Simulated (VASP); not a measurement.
Crystal: PtSe2.

```xyz
6
Lattice="5.8008 0.0000 0.0000 0.0000 5.8008 0.0000 0.0000 0.0000 4.0086" Properties=species:S:1:pos:R:3 pbc="T T T"
Pt    0.0000    0.0000    0.0000
Pt    2.9004    2.9004    2.0043
Se    1.7988    1.7988    0.0000
Se    1.1016    4.6992    2.0043
Se    4.6992    1.1016    2.0043
Se    4.0020    4.0020    0.0000
```

* Program: VASP 6.6.1
* Task: relaxation of cell and atoms
* Functional: LDA
* Potentials or basis: VASP PAW LDA potentials, release 64 (Pt, Se)
* Cutoff: 600 eV
* k mesh: 4 × 4 × 6
* Occupations: fermi-dirac, width 0.02 eV
* Spin: no spin polarisation

At the start: pressure -6.4 GPa; volume 22.48 Å³/atom.

Problem. Where does the relaxation end?

Solution. Over 11 steps the energy falls by 28.3 meV/atom and the volume is 21.11 Å³/atom (-6.1 %); space group P4_2/mnm (No. 136, to 0.1 Å) before and after.

Step by step:
```
step  energy change (eV)  largest force (eV/Å)  pressure (GPa)  volume (Å³)
   1              0.0000                0.0662           -6.35       134.89
   2              0.1286                0.4989           10.65       118.22
   3             -0.1619                0.1265           -0.23       127.40
   4             -0.1620                0.1310           -0.09       127.25
   5             -0.1691                0.0230           -0.03       126.82
   6             -0.1697                0.0218            0.01       126.64
   7             -0.1697                0.0186            0.01       126.65
   8             -0.1697                0.0114           -0.02       126.68
   9             -0.1698                0.0025           -0.06       126.72
  10             -0.1698                0.0078            0.09       126.55
  11             -0.1698                0.0018            0.00       126.65
```

Final structure:
```
Pt Se
1.0
     5.65987    0.00000    0.00000
     0.00000    5.65987    0.00000
     0.00000    0.00000    3.95353
Pt Se
2 4
Direct
  0.00000 0.00000 0.00000
  0.50000 0.50000 0.50000
  0.30959 0.30959 0.00000
  0.19041 0.80959 0.50000
  0.80959 0.19041 0.50000
  0.69041 0.69041 0.00000
```
